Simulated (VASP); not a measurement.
# HfB2 (P6/mmm) in VASP: further runs

Aim: see how the results for HfB2 move with the level of theory and the settings. Levels: PBEsol, PBE, LDA. Tasks: vibrations by perturbation theory, elastic constants.

Program: VASP 6.6.1. These are calculated values, not measurements. Logs are shortened: lines on timing, memory, paths and dates and some standing lists are left out, and cuts for length are marked.

## (1) The cell of the first run

It takes space group P6/mmm (No. 191, hexagonal). The conventional cell has a = 3.140 Å, b = 3.140 Å, c = 3.480 Å, α = 90.00°, β = 90.00°, γ = 120.00°. Within 3.3 Å of Hf (site symmetry 6/mmm) lie 12 B at 2.51 Å and 6 Hf at 3.14 Å. Within 2.4 Å of B (site symmetry -6m2) lie 3 B at 1.81 Å.

## (2) Vibrations by perturbation theory, PBEsol

INCAR reads:

```
ALGO     = Normal         # electronic algorithm
EDIFF    = 1E-8           # SCF threshold, eV
ENCUT    = 520            # plane-wave cutoff, eV
GGA      = PS             # functional
IBRION   = 8              # ionic algorithm
ISIF     = 2              # what is computed and relaxed
ISMEAR   = -1             # smearing method
LASPH    = True           # aspherical terms in the spheres
LCHARG   = False          # write CHGCAR
LREAL    = False          # projectors in reciprocal space
LWAVE    = False          # write WAVECAR
NELM     = 80             # most SCF steps
NSW      = 1              # ionic steps
PREC     = Accurate       # precision mode
SIGMA    = 0.05           # smearing width, eV
```

KPOINTS reads:

```
k-points
0
Gamma
  7 7 6
```

POSCAR reads:

```
HfB2
1.0
    3.1400000000      0.0000000000      0.0000000000
   -1.5700000000      2.7193197679      0.0000000000
    0.0000000000      0.0000000000      3.4800000000
Hf B
1 2
Direct
    0.0000000000      0.0000000000      0.0000000000
    0.6666666667      0.3333333333      0.5000000000
    0.3333333333      0.6666666667      0.5000000000
```

Potentials or basis: VASP PAW PBE potentials, release 64 (Hf_pv, B).

Launch:

```
$ cat potpaw_PBE.64/Hf_pv/POTCAR potpaw_PBE.64/B/POTCAR > POTCAR
$ mpirun -np 1 vasp_std > vasp.out
```

OUTCAR:

```text
EDIFF = 1E-8
   ENCUT = 520
   GGA = PS
   IBRION = 8
   ISIF = 2
   ISMEAR = -1
   LASPH = True
   LREAL = False
   NELM = 80
   NSW = 1
   PREC = Accurate

 ion  position               nearest neighbor table
   1  0.000  0.000  0.000-   2 2.51   3 2.51   2 2.51   3 2.51   2 2.51   2 2.51   3 2.51   3 2.51
                             2 2.51   2 2.51   3 2.51   3 2.51
   2  0.667  0.333  0.500-   3 1.81   3 1.81   3 1.81   1 2.51   1 2.51   1 2.51   1 2.51   1 2.51
                             1 2.51
   3  0.333  0.667  0.500-   2 1.81   2 1.81   2 1.81   1 2.51   1 2.51   1 2.51   1 2.51   1 2.51
                             1 2.51

  LATTYP: Found a hexagonal cell.
 ALAT       =     3.1400000000
 C/A-ratio  =     1.1082802548

  Lattice vectors:

 A1 = (   3.1400000000,   0.0000000000,   0.0000000000)
 A2 = (  -1.5700000000,   2.7193197679,   0.0000000000)
 A3 = (   0.0000000000,   0.0000000000,   3.4800000000)

Analysis of symmetry for initial positions (statically):
=====================================================================
 Subroutine PRICEL returns:
 Original cell was already a primitive cell.

 Routine SETGRP: Setting up the symmetry group for a
 hexagonal supercell.

 Subroutine GETGRP returns: Found 24 space group operations
 (whereof 24 operations were pure point group operations)
 out of a pool of 24 trial point group operations.

The static configuration has the point symmetry D_6h.

Analysis of symmetry for dynamics (positions and initial velocities):
=====================================================================
 Subroutine PRICEL returns:
 Original cell was already a primitive cell.

 Routine SETGRP: Setting up the symmetry group for a
 hexagonal supercell.

 Subroutine GETGRP returns: Found 24 space group operations
 (whereof 24 operations were pure point group operations)
 out of a pool of 24 trial point group operations.

The dynamic configuration has the point symmetry D_6h.

 Subroutine INISYM returns: Found 24 space group operations
 (whereof 24 operations are pure point group operations),
 and found     1 'primitive' translations

----------------------------------------------------------------------------------------

                                     Primitive cell

  volume of cell :      29.7146

  direct lattice vectors                    reciprocal lattice vectors
     3.140000000  0.000000000  0.000000000     0.318471338  0.183869512  0.000000000
    -1.570000000  2.719319768  0.000000000     0.000000000  0.367739025  0.000000000
     0.000000000  0.000000000  3.480000000     0.000000000  0.000000000  0.287356322

  length of vectors
     3.140000000  3.140000000  3.480000000     0.367739025  0.367739025  0.287356322

  position of ions in fractional coordinates (direct lattice)
     0.000000000  0.000000000  0.000000000
     0.666666667  0.333333333  0.500000000
     0.333333333  0.666666667  0.500000000

  ion indices of the primitive-cell ions
   primitive index   ion index
                 1           1
                 2           2
                 3           3

----------------------------------------------------------------------------------------

 KPOINTS: k-points

Automatic generation of k-mesh.
 Grid dimensions read from file:
 generate k-points for:    7    7    6

 Generating k-lattice:

  Cartesian coordinates                     Fractional coordinates (reciprocal lattice)
[... 106 lines left out ...]
  free energy    TOTEN  =       -27.85268717 eV

  energy without entropy =      -27.84985346  energy(sigma->0) =      -27.85127032

 E-fermi :   7.3469     XC(G=0): -12.6818

 val. band max:        7.3402200217   @ k =   0.4286   0.1429   0.0000
 cond. band min:       7.5179976801   @ k =   0.1429   0.1429   0.1667
 fundamental gap:      0.1777776583
 Fermi energy:         7.3469438598

 k-point     1 :       0.0000    0.0000    0.0000
  band No.  band energies     occupation
      1     -23.0257      2.00000
      2     -22.5156      2.00000
      3     -22.5156      2.00000
      4      -6.1748      2.00000
      5       4.5113      2.00000
      6       4.6626      2.00000
      7       4.6626      2.00000
      8       4.7980      2.00000
      9      11.5441      0.00000
     10      11.5441      0.00000
     11      12.2161      0.00000
     12      12.2162      0.00000
[... 331 lines left out ...]
 k-point    24 :       0.2857    0.2857    0.3333
  band No.  band energies     occupation
      1     -23.1039      2.00000
      2     -23.0551      2.00000
      3     -22.9094      2.00000
      4      -2.0432      2.00000
      5      -0.6259      2.00000
      6       1.5185      2.00000
      7       4.2329      2.00000
      8       4.5757      2.00000
      9      11.2757      0.00000
     10      12.7694      0.00000
     11      12.9741      0.00000
     12      14.1125      0.00000

 [... further k-points ...]

------------------------ aborting loop because EDIFF is reached ----------------------------------------

  FORCE on cell =-STRESS in cart. coord.  units (eV):
  Direction    XX          YY          ZZ          XY          YZ          ZX
  --------------------------------------------------------------------------------------
  -------------------------------------------------------------------------------------
  Total       -0.7262555     -0.7262555     -1.0222914      0.0000000      0.0000000      0.0000000
  in kB      -39.1589335    -39.1589335    -55.1208753      0.0000000      0.0000000      0.0000000
  external PRESSURE =     -44.4795808 kB  Pullay stress =       0.0000000 kB

 VOLUME and BASIS-vectors are now :
 -----------------------------------------------------------------------------
  energy-cutoff  :      520.00
  volume of cell :       29.71
      direct lattice vectors                 reciprocal lattice vectors
     3.140000000  0.000000000  0.000000000     0.318471338  0.183869512  0.000000000
    -1.570000000  2.719319768  0.000000000     0.000000000  0.367739025  0.000000000
     0.000000000  0.000000000  3.480000000     0.000000000  0.000000000  0.287356322

 POSITION                                       TOTAL-FORCE (eV/Angst)
 -----------------------------------------------------------------------------------
      0.00000      0.00000      0.00000         0.000000      0.000000      0.000000
      1.57000      0.90644      1.74000         0.000000     -0.000000      0.000000
     -0.00000      1.81288      1.74000        -0.000000      0.000000      0.000000
 -----------------------------------------------------------------------------------
    total drift:                               -0.000000      0.000000      0.000000

  FREE ENERGIE OF THE ION-ELECTRON SYSTEM (eV)
  ---------------------------------------------------
  free  energy   TOTEN  =       -27.8526871726 eV

  energy  without entropy=      -27.8498534646  energy(sigma->0) =      -27.85127032

[... ionic steps 2 to 3 ...]

--------------------------------------- Ionic step        4  -------------------------------------------

------------------------ aborting loop because EDIFF is reached ----------------------------------------
[... 11 lines left out ...]
[... ionic steps 8 to 8 ...]

--------------------------------------- Ionic step        9  -------------------------------------------

 Free energy of the ion-electron system (eV)
  ---------------------------------------------------
  ---------------------------------------------------
  free energy    TOTEN  =        -0.04525508 eV

  energy without entropy =       -0.04525508

------------------------ aborting loop because EDIFF is reached ----------------------------------------

 INTERNAL STRAIN TENSOR  FOR ION    2  DIRECTION 3   (eV/Angst):
 -----------------------------------------------------------------------------
    -0.00783 -0.00000  0.00000
     0.00000 -0.00783  0.00000
     0.00000 -0.00000  0.01400

 INTERNAL STRAIN TENSOR FOR ION    3 for displacements in x,y,z  (eV/Angst):
          X           Y           Z          XY          YZ          ZX
  --------------------------------------------------------------------------------
  x     0.00000     0.00000     0.00000     1.95291     0.00000     0.00000
  y     1.95291    -1.95291    -0.00000    -0.00000     0.00000     0.00000
  z     0.00000     0.00000     0.00000     0.00000     0.00000     0.00000

 SECOND DERIVATIVES (NOT SYMMETRIZED)
 ------------------------------------
               1X          1Y          1Z          2X          2Y          2Z          3X          3Y          3Z
  1X   -13.519591    0.000000    0.000000    6.759796    0.000000    0.000000    6.759796    0.000000    0.000000
  1Y     0.000000  -13.519591    0.000000    0.000000    6.759796    0.000000    0.000000    6.759796    0.000000
  1Z     0.000000    0.000000  -14.770089    0.000000    0.000000    7.385045    0.000000    0.000000    7.385045
  2X     6.762507    0.000000    0.000000  -15.811875   -0.000000    0.000000    9.049368   -0.000000    0.000000
  2Y     0.000000    6.762507    0.000000    0.000000  -15.811875    0.000000   -0.000000    9.049368    0.000000
  2Z     0.000000    0.000000    7.389186    0.000000    0.000000   -9.023179    0.000000    0.000000    1.633993
  3X     6.762507    0.000000    0.000000    9.049368   -0.000000    0.000000  -15.811875   -0.000000    0.000000
  3Y     0.000000    6.762507    0.000000   -0.000000    9.049368    0.000000    0.000000  -15.811875    0.000000
  3Z     0.000000    0.000000    7.389186    0.000000    0.000000    1.633993    0.000000    0.000000   -9.023179

 Eigenvectors and eigenvalues of the dynamical matrix
 ----------------------------------------------------

   1 f  =   23.707142 THz   148.956369 2PiTHz  790.785153 cm-1    98.044819 meV
             X         Y         Z           dx          dy          dz
      0.000000  0.000000  0.000000    -0.000000   -0.000000   -0.000000
      1.570000  0.906440  1.740000    -0.000007   -0.707107   -0.000000
     -0.000000  1.812880  1.740000     0.000007    0.707107    0.000000
[... 43 lines left out ...]
   9 f/i=    0.001190 THz     0.007480 2PiTHz    0.039711 cm-1     0.004924 meV
             X         Y         Z           dx          dy          dz
      0.000000  0.000000  0.000000     0.000000   -0.000000   -0.944460
      1.570000  0.906440  1.740000     0.000000   -0.000000   -0.232374
     -0.000000  1.812880  1.740000     0.000000   -0.000000   -0.232374

--------------------------------------------------------------------------------------------------------

 ELASTIC MODULI CONTR FROM IONIC RELAXATION (kBar)
 Direction    XX          YY          ZZ          XY          YZ          ZX
 --------------------------------------------------------------------------------
 XX         -16.5430     16.5430      0.0000     -0.0000      0.0000      0.0000
 YY          16.5430    -16.5430     -0.0000      0.0000     -0.0000      0.0000
 ZZ           0.0000     -0.0000     -0.0000      0.0000     -0.0000      0.0000
 XY          -0.0000      0.0000      0.0000    -16.5430      0.0000      0.0000
 YZ           0.0000     -0.0000     -0.0000      0.0000     -0.0000      0.0000
 ZX           0.0000      0.0000      0.0000      0.0000      0.0000      0.0000
 --------------------------------------------------------------------------------
```

It took 2.2 min on 1 thread of Intel Xeon Platinum 8488C (Sapphire Rapids), shared host; peak memory 0.23 GiB.

Results:

```yaml
Highest_phonon_frequency_at_Γ: 791 cm⁻¹
```

Phonon frequencies in cm⁻¹ (negative: imaginary):
| q point | frequencies |
| --- | --- |
| (0.000, 0.000, 0.000) | 0 0 0 437 437 456 518 791 791 |

Caveat: the cell stands under pressure or tension, which shifts response properties; the PAW data sets were made with another functional, which shifts forces and pressure a little; spin-orbit coupling is left out, which moves the levels of the heavy elements.

## (3) Elastic constants, PBE

INCAR reads:

```
ALGO = Normal ; EDIFF = 1E-8
ENCUT = 600 ; GGA = PE
IBRION = 6 ; ISIF = 3
ISMEAR = -1 ; LASPH = T
LCHARG = T ; LREAL = F
LWAVE = F ; NELM = 80
NFREE = 2 ; NSW = 1
POTIM = 0.015 ; PREC = Accurate
SIGMA = 0.05
```

KPOINTS is that of step 2.

POSCAR is that of step 2.

Potentials or basis: VASP PAW PBE potentials, release 64 (Hf_pv, B).

Launch:

```
$ cat potpaw_PBE.64/Hf_pv/POTCAR potpaw_PBE.64/B/POTCAR > POTCAR
$ mpirun -np 1 vasp_std > vasp.out
```

It took 5.2 min on 1 thread of Intel Xeon Platinum 8488C (Sapphire Rapids), shared host; peak memory 0.23 GiB.

Results (log left out):

- Voigt bulk modulus: 257 GPa
- Highest phonon frequency at Γ: 789 cm⁻¹

Phonon frequencies in cm⁻¹ (negative: imaginary):
| q point | frequencies |
| --- | --- |
| (0.000, 0.000, 0.000) | 0 0 0 438 438 463 516 789 789 |

Elastic tensor in Voigt notation (GPa, in the Cartesian axes of the cell as first typed):
```
606  64 129   0   0   0
 64 606 129   0   0   0
129 129 451   0   0   0
  0   0   0 266   0   0
  0   0   0   0 266   0
  0   0   0   0   0 271
```

Clamped-ion elastic tensor (GPa):
```
609  62 129   0   0   0
 62 609 129   0   0   0
129 129 451   0   0   0
  0   0   0 266   0   0
  0   0   0   0 266   0
  0   0   0   0   0 273
```

Caveat: spin-orbit coupling is left out, which moves the levels of the heavy elements.

## (4) Elastic constants, LDA

INCAR reads:

```
PREC     = Accurate       # precision mode
ENCUT    = 600            # plane-wave cutoff, eV
EDIFF    = 1E-8           # SCF threshold, eV
ISMEAR   = -1             # smearing method
SIGMA    = 0.05           # smearing width, eV
LREAL    = False          # projectors in reciprocal space
LASPH    = True           # aspherical terms in the spheres
NELM     = 100            # most SCF steps
ALGO     = Normal         # electronic algorithm
ISIF     = 3              # what is computed and relaxed
LWAVE    = False          # write WAVECAR
LCHARG   = True           # write CHGCAR
GGA      = CA             # functional
IBRION   = 6              # ionic algorithm
NFREE    = 2            
POTIM    = 0.015          # step
NSW      = 1              # ionic steps
```

KPOINTS reads:

```
Automatic mesh
0
Gamma
  7 7 6
```

POSCAR is that of step 3.

Potentials or basis: VASP PAW LDA potentials, release 64 (Hf_pv, B).

Launch:

```
$ cat potpaw_LDA.64/Hf_pv/POTCAR potpaw_LDA.64/B/POTCAR > POTCAR
$ mpirun -np 1 vasp_std > vasp.out
```

Run time: 9 min. Hardware: 1 thread of Intel Xeon Platinum 8259CL at 2.50GHz (Skylake/Cascade Lake), shared host; peak memory 0.23 GiB.

It converged, with:

```yaml
Voigt_bulk_modulus: 249 GPa
Highest_phonon_frequency_at_Γ: 773 cm⁻¹
```

Phonon frequencies in cm⁻¹ (negative: imaginary):
| q point | frequencies |
| --- | --- |
| (0.000, 0.000, 0.000) | 0 0 0 431 431 446 518 773 773 |

Elastic tensor in Voigt notation (GPa, in the Cartesian axes of the cell as first typed):
```
592  61 124   0   0   0
 61 592 124   0   0   0
124 124 441   0   0   0
  0   0   0 258   0   0
  0   0   0   0 258   0
  0   0   0   0   0 265
```

Clamped-ion elastic tensor (GPa):
```
594  59 124   0   0   0
 59 594 124   0   0   0
124 124 441   0   0   0
  0   0   0 258   0   0
  0   0   0   0 258   0
  0   0   0   0   0 268
```

Caveat: the cell is under stress, which shifts elastic constants; spin-orbit coupling is left out, which moves the levels of the heavy elements.
